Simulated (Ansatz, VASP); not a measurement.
## Two plane-wave programs on Hf5TiN6

```
CELL_PARAMETERS angstrom
5.41898 0.00000 0.00000
-2.70949 4.69298 0.00000
0.00000 0.00000 5.40778
ATOMIC_POSITIONS crystal
Hf 0.33333 0.66667 0.50000
Hf 0.66667 0.33333 0.50000
Hf 0.00000 0.66903 0.00000
Hf 0.66903 0.00000 0.00000
Hf 0.33097 0.33097 0.00000
Ti 0.00000 0.00000 0.50000
N 0.00000 0.33048 0.74752
N 0.66952 0.66952 0.74752
N 0.33048 0.00000 0.74752
N 0.00000 0.33048 0.25248
N 0.66952 0.66952 0.25248
N 0.33048 0.00000 0.25248
```

Alike in both runs: task single point; functional PBE; k mesh 6 × 6 × 4; occupations gaussian, width 0.1 eV; collinear spin.

|  | VASP | Ansatz |
| --- | --- | --- |
| version | VASP 6.6.1 | Ansatz 0.2.0 |
| potentials or method | VASP PAW PBE potentials, release 64 (Hf_pv, Ti_sv, N), cutoff 520 eV | scalar-relativistic, plane waves, PAW |
| valence electrons in the cell | 92 | 172 |

Ansatz gave:

| Quantity | Value |
| --- | --- |
| gap on the k mesh at the Fermi level (eV) | none |
| pressure (GPa) | 0.1 |
| traceless stress, the component that is largest in VASP (GPa) | 0.95 |
| rms of the force components (eV/Å) | 0.004 |
| net moment per atom (μB) | 0.00 |

Problem. What did VASP give for the same quantities?

Solution. gap on the k mesh at the Fermi level (eV): none; pressure (GPa): -1.8; traceless stress, the component that is largest in VASP (GPa): 1.03; rms of the force components (eV/Å): 0.029; net moment per atom (μB): 0.00.

Atom by atom the forces differ by 0.029 eV/Å (rms over components). A gap of «none» marks a metal or a gap that the smearing closes. VASP's potentials hold 92 valence electrons a cell and Ansatz's 172, so a difference there can come from the potentials and not from the codes. Ansatz's warnings: seeded moment not kept.

Neither program's run includes spin-orbit coupling.
